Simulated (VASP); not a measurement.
Input of a VASP 6.6.1 run:

File INCAR:

```
PREC = Accurate
ENCUT = 500
EDIFF = 1E-6
ISMEAR = 0
SIGMA = 0.1
LREAL = F
LASPH = T
NELM = 120
ALGO = Normal
ISIF = 2
LWAVE = F
LCHARG = F
GGA = PE
NBANDS = 59
GGA_COMPAT = F
```

Contents of KPOINTS:

```
Automatic mesh
0
Gamma
  6 6 1
```

The input POSCAR:

```
HfZr3Se8
1.0
    3.7918740000      0.0000000000      0.0000000000
   -1.8959370000      3.2838592000      0.0000000000
    0.0000000000      0.0000000000     27.7062703000
Zr Hf Se
3 1 8
Direct
    0.0000000000      0.0000000000      0.0000000000
    0.0000000000      0.0000000000      0.2487830000
    0.0000000000      0.0000000000      0.7512170000
    0.0000000000      0.0000000000      0.5000000000
    0.6666667000      0.3333333000      0.1915390000
    0.6666667000      0.3333333000      0.4434240000
    0.6666667000      0.3333333000      0.6939750000
    0.6666667000      0.3333333000      0.9427550000
    0.3333333000      0.6666667000      0.0572450000
    0.3333333000      0.6666667000      0.3060250000
    0.3333333000      0.6666667000      0.5565760000
    0.3333333000      0.6666667000      0.8084610000
```

Potentials or basis: VASP PAW PBE potentials, release 64 (Zr_sv, Hf_pv, Se).

Launch:

```sh
$ cat potpaw_PBE.64/Zr_sv/POTCAR potpaw_PBE.64/Hf_pv/POTCAR potpaw_PBE.64/Se/POTCAR > POTCAR
$ mpirun -np 1 vasp_std > vasp.out
```

What does it give for the pressure?

0.1 GPa.

Predict the band gap on the k mesh.

0.40 eV (least direct gap 1.09 eV).

What does it give for the largest force?

0.056 eV/Å.

Stress tensor (GPa, compression positive):
```
 0.19  0.00  0.00
 0.00  0.19  0.00
 0.00  0.00 -0.08
```

Caveat: semilocal functionals underestimate gaps, and a narrow one can read as zero; spin-orbit coupling is left out, which moves the levels of the heavy elements; this functional lacks dispersion, which binds layers or chains, so the pressure and a relaxed spacing across them are unreliable. A k mesh can miss the band edges.
